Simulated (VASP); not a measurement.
# C (Cm) in VASP: notebook

The runs below take C through single point, with PBE.

The COD entry that gives the cell may itself be a prediction, so a difference from it is no test against experiment.

Program: VASP 6.6.1. These are calculated values, not measurements. Logs are shortened: lines on timing, memory, paths and dates and some standing lists are left out, and cuts for length are marked.

## 1. The cell of the first run

Symmetry: Cm, No. 8, monoclinic system. Conventional cell: a = 4.361 Å, b = 2.518 Å, c = 16.613 Å, α = 90.00°, β = 91.25°, γ = 90.00°. Within 2.1 Å of C (site symmetry m) lie 4 C at 1.54 Å. C (site symmetry m) has 4 C at 1.54 Å within 2.1 Å. Within 2.1 Å of C (site symmetry m) lie 4 C at 1.54 Å. Within 2.1 Å of C (site symmetry m) lie 4 C at 1.54 Å. Within 2.1 Å of C (site symmetry m) lie 4 C at 1.54 Å. C (site symmetry m) has 4 C at 1.54 Å within 2.1 Å. C (site symmetry m) has 4 C at 1.54 Å within 2.1 Å. Within 2.1 Å of C (site symmetry m) lie 4 C at 1.54 Å.

## 2. Single point, PBE

File INCAR:

```
PREC = Accurate
ENCUT = 520
EDIFF = 1E-6
ISMEAR = 0
SIGMA = 0.05
LREAL = Auto
LASPH = True
NELM = 100
ALGO = Normal
ISIF = 2
LWAVE = False
LCHARG = True
GGA = PE
LELF = True
LVHAR = True
NBANDS = 46
```

File KPOINTS:

```
Automatic mesh
0
Gamma
  10 10 2
```

File POSCAR:

```
C
1.0
   -2.5180184914      0.0000000000      0.0000000000
   -1.2590092457     -2.1806679808      0.0000000000
   -0.3146264105     -0.1816496428     16.6091763648
C
16
Direct
   -0.0559346240     -0.0559346240      0.6714840821
   -0.0142846240     -0.0142846240      0.1714840821
   -0.0767596240      0.9232403760      0.9214840821
   -0.0351096240      0.9648903760      0.4214840821
   -0.0690153760     -0.0690153760      0.8285159179
   -0.0273653760     -0.0273653760      0.3285159179
   -0.0065403760      0.9934596240      0.0785159179
   -0.0481903760      0.9518096240      0.5785159179
    0.2747930687      0.2747930687      0.7027642813
    0.3164430687      0.3164430687      0.2027642813
    0.5873014020      0.5873014020      0.9527642813
    0.6289514020      0.6289514020      0.4527642813
    0.2669235980      0.2669235980      0.7972357187
    0.3085735980      0.3085735980      0.2972357187
    0.6627319313      0.6627319313      0.0472357187
    0.6210819313      0.6210819313      0.5472357187
```

Potentials or basis: VASP PAW PBE potentials, release 64 (C).

Started as:

```bash
> cat potpaw_PBE.64/C/POTCAR > POTCAR
> mpirun -np 1 vasp_std > vasp.out
```

OUTCAR:

```text
PREC = Accurate
   ENCUT = 520
   EDIFF = 1E-6
   ISMEAR = 0
   LREAL = Auto
   LASPH = True
   NELM = 100
   ISIF = 2
   GGA = PE

 ion  position               nearest neighbor table
   1  0.944  0.944  0.671-   9 1.54   9 1.54   9 1.54   8 1.54
   2  0.986  0.986  0.171-  10 1.54  10 1.54  10 1.54   7 1.54
   3  0.923  0.923  0.921-  11 1.54  11 1.54  11 1.54   5 1.54
   4  0.965  0.965  0.421-  12 1.54  12 1.54  12 1.54   6 1.54
   5  0.931  0.931  0.829-  13 1.54  13 1.54  13 1.54   3 1.54
   6  0.973  0.973  0.329-  14 1.54  14 1.54  14 1.54   4 1.54
[... 8 lines left out ...]
  15  0.663  0.663  0.047-   7 1.54   7 1.54   7 1.54  11 1.61
  16  0.621  0.621  0.547-   8 1.54   8 1.54   8 1.54  12 1.57

  LATTYP: Found a base centered monoclinic cell.
 ALAT       =     4.3613359615
 B/A-ratio  =     0.5773502692
 C/A-ratio  =     3.8091881325
 COS(beta)  =    -0.0218681769

  Lattice vectors:

 A1 = (   2.5180184914,   0.0000000000,   0.0000000000)
 A2 = (   1.2590092457,   2.1806679808,   0.0000000000)
 A3 = (  -0.3146264105,  -0.1816496428,  16.6091763648)

Analysis of symmetry for initial positions (statically):
=====================================================================
 Subroutine PRICEL returns:
 Original cell was already a primitive cell.

 Routine SETGRP: Setting up the symmetry group for a
 base centered monoclinic supercell.

 Subroutine GETGRP returns: Found  2 space group operations
 (whereof  2 operations were pure point group operations)
 out of a pool of  4 trial point group operations.

The static configuration has the point symmetry C_1h.

Analysis of symmetry for dynamics (positions and initial velocities):
=====================================================================
 Subroutine PRICEL returns:
 Original cell was already a primitive cell.

 Routine SETGRP: Setting up the symmetry group for a
 base centered monoclinic supercell.

 Subroutine GETGRP returns: Found  2 space group operations
 (whereof  2 operations were pure point group operations)
 out of a pool of  4 trial point group operations.

The dynamic configuration has the point symmetry C_1h.

 Subroutine INISYM returns: Found  2 space group operations
 (whereof  2 operations are pure point group operations),
 and found     1 'primitive' translations

----------------------------------------------------------------------------------------

                                     Primitive cell

  volume of cell :      91.2004

  direct lattice vectors                    reciprocal lattice vectors
    -2.518018491  0.000000000  0.000000000    -0.397137671  0.229287541 -0.005015300
    -1.259009246 -2.180667981  0.000000000     0.000000000 -0.458575083 -0.005015300
    -0.314626411 -0.181649643 16.609176365     0.000000000  0.000000000  0.060207681

  length of vectors
     2.518018491  2.518018491 16.613149186     0.458602507  0.458602507  0.060207681

  position of ions in fractional coordinates (direct lattice)
     0.944065376  0.944065376  0.671484082
     0.985715376  0.985715376  0.171484082
     0.923240376  0.923240376  0.921484082
     0.964890376  0.964890376  0.421484082
     0.930984624  0.930984624  0.828515918
     0.972634624  0.972634624  0.328515918
[... 8 lines left out ...]
     0.662731931  0.662731931  0.047235719
     0.621081931  0.621081931  0.547235719

  ion indices of the primitive-cell ions
   primitive index   ion index
                 1           1
                 2           2
                 3           3
                 4           4
                 5           5
                 6           6
[... 8 lines left out ...]
                15          15
                16          16

----------------------------------------------------------------------------------------

 KPOINTS: Automatic mesh

Automatic generation of k-mesh.
 Grid dimensions read from file:
 generate k-points for:   10   10    2

 Generating k-lattice:

  Cartesian coordinates                     Fractional coordinates (reciprocal lattice)
    -0.039713767  0.022928754 -0.000501530     0.100000000  0.000000000  0.000000000
     0.000000000 -0.045857508 -0.000501530     0.000000000  0.100000000  0.000000000
     0.000000000  0.000000000  0.030103841     0.000000000  0.000000000  0.500000000

  Length of vectors
     0.045860251  0.045860251  0.030103841

  Shift w.r.t. Gamma in fractional coordinates (k-lattice)
     0.000000000  0.000000000  0.000000000

 Subroutine IBZKPT returns following result:
 ===========================================

 Found     62 irreducible k-points:

 Following reciprocal coordinates:
            Coordinates               Weight
  0.000000  0.000000  0.000000      1.000000
  0.100000  0.000000 -0.000000      4.000000
  0.200000  0.000000 -0.000000      4.000000
  0.300000 -0.000000 -0.000000      4.000000
  0.400000 -0.000000 -0.000000      4.000000
  0.500000 -0.000000 -0.000000      2.000000
[... 16 lines left out ...]
  0.300000  0.300000 -0.000000      2.000000
  0.400000  0.300000 -0.000000      4.000000
 [... further k-points ...]
   k-points           NKPTS =     62   k-points in BZ     NKDIM =     62   number of bands    NBANDS=     46
   number of dos      NEDOS =    301   number of ions     NIONS =     16
   total plane-waves  NPLWV =  50400
   dimension x,y,z NGX =    20 NGY =   20 NGZ =  126
   dimension x,y,z NGXF=    40 NGYF=   40 NGZF=  252
   ions per type =              16
   NGX,Y,Z   is equivalent  to a cutoff of  13.20, 13.20, 12.61 a.u.
   NGXF,Y,Z  is equivalent  to a cutoff of  26.41, 26.41, 25.22 a.u.
 SYSTEM =  unknown system
   PREC   = accura    normal or accurate (medium, high low for compatibility)
   ISTART =      0    job   : 0-new  1-cont  2-samecut
   ICHARG =      2    charge: 1-file 2-atom 10-const
   ISPIN  =      1    spin polarized calculation?
   LNONCOLLINEAR =      F non collinear calculations
   LSORBIT =      F    spin-orbit coupling
   LASPH  =      T    aspherical Exc in radial PAW
   ENCUT  =  520.0 eV  38.22 Ry    6.18 a.u.   4.68  4.68 30.89*2*pi/ulx,y,z
   NELM   =    100;   NELMIN=  2; NELMDL= -5     # of ELM steps
   EDIFF  = 0.1E-05   stopping-criterion for ELM
   LREAL  =      T    real-space projection
   EDIFFG = 0.1E-04   stopping-criterion for IOM
   NSW    =      0    number of steps for IOM
   IBRION =     -1    ionic relax: 0-MD 1-quasi-New 2-CG
   NFREE  =      0    steps in history (QN), initial steepest desc. (CG)
   ISIF   =      2    stress and relaxation
   ISYM   =      2    0-nonsym 1-usesym 2-fastsym
   POTIM  = 0.5000    time-step for ionic-motion
   TEBEG  =    0.0;   TEEND  =   0.0 temperature during run
   PSTRESS=    0.0 pullay stress
   NELECT =      64.0000    total number of electrons
   NUPDOWN=      -1.0000    fix difference up-down
   EMIN   =  10.00;   EMAX   =-10.00  energy-range for DOS
   EFERMI =   0.00;   METHOD = LEGACY
   ISMEAR =     0;   SIGMA  =   0.05  broadening in eV -4-tet -1-fermi 0-gaus
   EFERMI_NEDOS =   21; number of points for ismear=-14 and -15
   IALGO  =     38    algorithm
   IMIX   =      4    mixing-type and parameters
     AMIX     =   0.40;   BMIX     =  1.00
     AMIX_MAG =   1.60;   BMIX_MAG =  1.00
  volume/ion in A,a.u.               =       5.70        38.47
  Fermi-wavevector in a.u.,A,eV,Ry     =   1.454798  2.749169 28.795869  2.116437
  Thomas-Fermi vector in A             =   2.571907
   LORBIT       =      0    0 simple, 1 ext, 2 COOP (PROOUT), +10 PAW based schemes
   GGA     = PE    functional components
   LHFCALC =     F    Hartree Fock is set to
   AEXX    =    0.0000 exact exchange contribution
   IVDW    =     0    specifies the selected vdW correction
   LEPSILON=     F    determine dielectric tensor
   LRPA    =     F    only Hartree local field effects (RPA)
 non-spin polarized calculation
 Gauss-broadening in eV      SIGMA  =   0.05
  energy-cutoff  :      520.00
  volume of cell :       91.20
 maximum number of plane-waves:      2492
   NGX =  9   NGY =  9   NGZ = 61

 number of electron      63.9999998 magnetization

 Free energy of the ion-electron system (eV)
  ---------------------------------------------------
  ext. energy  EPLUGINS =         0.00000000
  ---------------------------------------------------
  free energy    TOTEN  =      -144.85586812 eV

  energy without entropy =     -144.85586812  energy(sigma->0) =     -144.85586812

 E-fermi :  10.1847     XC(G=0): -13.2299

 val. band max:        9.8869314596   @ k =   0.0000   0.0000   0.0000
 cond. band min:      14.1114094000   @ k =   0.4000   0.4000   0.5000
 fundamental gap:      4.2244779404
 Fermi energy:        10.1847006252

 k-point     1 :       0.0000    0.0000    0.0000
  band No.  band energies     occupation
      1     -11.7632      2.00000
      2     -11.3393      2.00000
      3     -11.3365      2.00000
      4     -10.1312      2.00000
      5     -10.0160      2.00000
      6      -8.0524      2.00000
[... 36 lines left out ...]
     43      16.9763      0.00000
     44      17.2246      0.00000

 k-point     2 :       0.1000    0.0000   -0.0000
  band No.  band energies     occupation
      1     -11.5165      2.00000
      2     -11.0994      2.00000
      3     -11.0849      2.00000
      4      -9.8900      2.00000
      5      -9.7724      2.00000
      6      -7.8302      2.00000
[... 36 lines left out ...]
     43      17.3780      0.00000
     44      17.7405      0.00000

 k-point     3 :       0.2000    0.0000   -0.0000
  band No.  band energies     occupation
      1     -10.7807      2.00000
      2     -10.3736      2.00000
      3     -10.3451      2.00000
      4      -9.1709      2.00000
      5      -9.0471      2.00000
      6      -7.1499      2.00000
[... 976 lines left out ...]
     43      18.3581      0.00000
     44      18.5362      0.00000

 k-point    24 :       0.4000    0.3000   -0.0000
  band No.  band energies     occupation
      1      -8.6215      2.00000
      2      -8.2602      2.00000
      3      -8.1645      2.00000
      4      -7.1083      2.00000
      5      -6.9035      2.00000
      6      -5.2319      2.00000
[... 36 lines left out ...]
     43      18.0644      0.00000
     44      18.4320      0.00000

 [... further k-points ...]

 [bands above 44 left out]

------------------------ aborting loop because EDIFF is reached ----------------------------------------

  FORCE on cell =-STRESS in cart. coord.  units (eV):
  Direction    XX          YY          ZZ          XY          YZ          ZX
  --------------------------------------------------------------------------------------
  -------------------------------------------------------------------------------------
  Total       -0.0804107      0.3787889      0.7076366     -0.3976785      2.7194613      4.7102454
  in kB       -1.4126279      6.6544361     12.4315226     -6.9862824     47.7745834     82.7480103
  external PRESSURE =       5.8911103 kB  Pullay stress =       0.0000000 kB

 VOLUME and BASIS-vectors are now :
 -----------------------------------------------------------------------------
  energy-cutoff  :      520.00
  volume of cell :       91.20
      direct lattice vectors                 reciprocal lattice vectors
    -2.518018491  0.000000000  0.000000000    -0.397137671  0.229287541 -0.005015300
    -1.259009246 -2.180667981  0.000000000     0.000000000 -0.458575083 -0.005015300
    -0.314626411 -0.181649643 16.609176365     0.000000000  0.000000000  0.060207681

 POSITION                                       TOTAL-FORCE (eV/Angst)
 -----------------------------------------------------------------------------------
     -3.77703     -2.18067     11.15280         0.000681      0.000393      0.002286
     -3.77703     -2.18067      2.84821         0.201622      0.116406      0.045974
     -3.77703     -2.18067     15.30509        -0.087315     -0.050411      0.012744
     -3.77703     -2.18067      7.00050         0.004112      0.002374      0.005411
     -3.77703     -2.18067     13.76097        -0.229802     -0.132676     -0.060413
     -3.77703     -2.18067      5.45638        -0.000087     -0.000050      0.000279
[... 8 lines left out ...]
     -2.51802     -1.45378      0.78455         2.201352      1.270951      0.027459
     -2.51802     -1.45378      9.08913         0.004861      0.002806     -0.009188
 -----------------------------------------------------------------------------------
    total drift:                                0.014779      0.008533      0.040277

  FREE ENERGIE OF THE ION-ELECTRON SYSTEM (eV)
  ---------------------------------------------------
  free  energy   TOTEN  =      -144.8558681211 eV

  energy  without entropy=     -144.8558681211  energy(sigma->0) =     -144.85586812
```

Run time: 2.7 min. Hardware: 1 thread of Intel Xeon 6975P-C (Granite Rapids), shared host; peak memory 0.3 GiB.

Results:

```yaml
Free_energy: -144.8559 eV
Pressure: 0.6 GPa
Largest_force: 2.542 eV/Å
Band_gap_on_the_k_mesh: 4.22 eV, indirect (least direct gap 5.15 eV)
```

Forces on the atoms (eV/Å):
```
C    0.001  0.000  0.002
C    0.202  0.116  0.046
C   -0.087 -0.050  0.013
C    0.004  0.002  0.005
C   -0.230 -0.133 -0.060
C    0.000  0.000  0.000
C   -0.105 -0.060 -0.014
C   -0.001 -0.001  0.005
C   -0.021 -0.012 -0.007
C   -0.002 -0.001  0.000
C   -1.974 -1.140 -0.018
C   -0.005 -0.003  0.006
C   -0.002 -0.001  0.001
C    0.016  0.009  0.001
C    2.201  1.271  0.027
C    0.005  0.003 -0.009
```

Stress tensor (GPa, compression positive):
```
-0.14 -0.70  8.27
-0.70  0.67  4.78
 8.27  4.78  1.24
```

Caveat: forces of over 1 eV/Å act on the atoms, so gaps and moduli don't describe the material at rest. A k mesh can miss the band edges.

## 3. Single point, PBE

File INCAR:

```
SYSTEM = C
  ALGO = Normal
  EDIFF = 1E-7
  ENCUT = 520
  GGA = PE
  ISIF = 2
  ISMEAR = 0
  LASPH = .True.
  LCHARG = .False.
  LREAL = Auto
  LWAVE = .False.
  NBANDS = 46
  NELM = 60
  PREC = Accurate
  SIGMA = 0.05
```

File KPOINTS:

```
k-points
0
Gamma
  10 10 2
  0 0 0
```

File POSCAR:

```
C
1.0
   -2.5180184914      0.0000000000      0.0000000000
   -1.2590092457     -2.1806679808      0.0000000000
   -0.9442569343     -0.5451669952     16.6091763648
C
16
Direct
   -0.1678710205     -0.1678710205      0.6714840821
   -0.0428710205     -0.0428710205      0.1714840821
   -0.2303710205      0.7696289795      0.9214840821
   -0.1053710205      0.8946289795      0.4214840821
   -0.2071289795     -0.2071289795      0.8285159179
   -0.0821289795     -0.0821289795      0.3285159179
   -0.0196289795      0.9803710205      0.0785159179
   -0.1446289795      0.8553710205      0.5785159179
    0.1576422630      0.1576422630      0.7027642813
    0.2826422630      0.2826422630      0.2027642813
    0.4284755963      0.4284755963      0.9527642813
    0.5534755963      0.5534755963      0.4527642813
    0.1340244037      0.1340244037      0.7972357187
    0.2590244037      0.2590244037      0.2972357187
    0.6548577370      0.6548577370      0.0472357187
    0.5298577370      0.5298577370      0.5472357187
```

Potentials or basis: VASP PAW PBE potentials, release 64 (C).

Started as:

```bash
> cat potpaw_PBE.64/C/POTCAR > POTCAR
> mpirun -np 1 vasp_std > vasp.out
```

Wall time 3.2 min (1 thread of Intel Xeon 6975P-C (Granite Rapids), shared host); peak memory 0.3 GiB.

The run converged. Its results:

- Free energy: -141.6044 eV
- Pressure: 2.8 GPa
- Largest force: 5.506 eV/Å
- Band gap on the k mesh: 0.03 eV, indirect (least direct gap 1.29 eV)

Forces in eV/Å, atoms in the order of the input:
```
C    0.000  0.000  0.012
C    0.232  0.134  0.334
C   -0.478 -0.276 -0.071
C    0.008  0.004  0.017
C   -0.532 -0.307 -0.488
C   -0.002 -0.001 -0.006
C   -0.268 -0.155 -0.125
C   -0.008 -0.005 -0.016
C   -0.044 -0.025 -0.032
C   -0.003 -0.002 -0.004
C   -3.067 -1.771 -2.394
C    0.000  0.000 -0.002
C   -0.013 -0.008  0.042
C    0.030  0.018  0.021
C    4.150  2.396  2.712
C   -0.004 -0.002  0.001
```

Stress tensor (GPa, compression positive):
```
-4.00 -3.93 15.09
-3.93  0.53  8.71
15.09  8.71 11.88
```

Levels at points of the mesh, in eV from the valence-band top:
```csv
k point,band 29,band 30,band 31,band 32,band 33,band 34,band 35,band 36
"(0.00, 0.00, 0.00)",-0.67,-0.46,-0.42,0.00,4.61,5.16,5.19,5.32
"(0.50, 0.00, 0.00)",-4.39,-3.65,-3.41,-2.40,2.02,4.39,4.52,5.09
"(0.50, 0.50, 0.00)",-4.02,-3.91,-3.27,-1.26,0.03,4.31,4.65,4.71
"(0.00, 0.00, 0.50)",-0.80,-0.46,-0.42,-0.35,4.76,5.08,5.15,5.60
"(0.50, 0.00, 0.50)",-4.15,-3.92,-3.33,-2.43,2.03,4.34,4.67,4.80
"(0.50, 0.50, 0.50)",-4.32,-3.53,-3.40,-1.28,0.04,4.36,4.44,5.09
```

Caveat: forces of over 1 eV/Å act on the atoms, so gaps and moduli don't describe the material at rest.
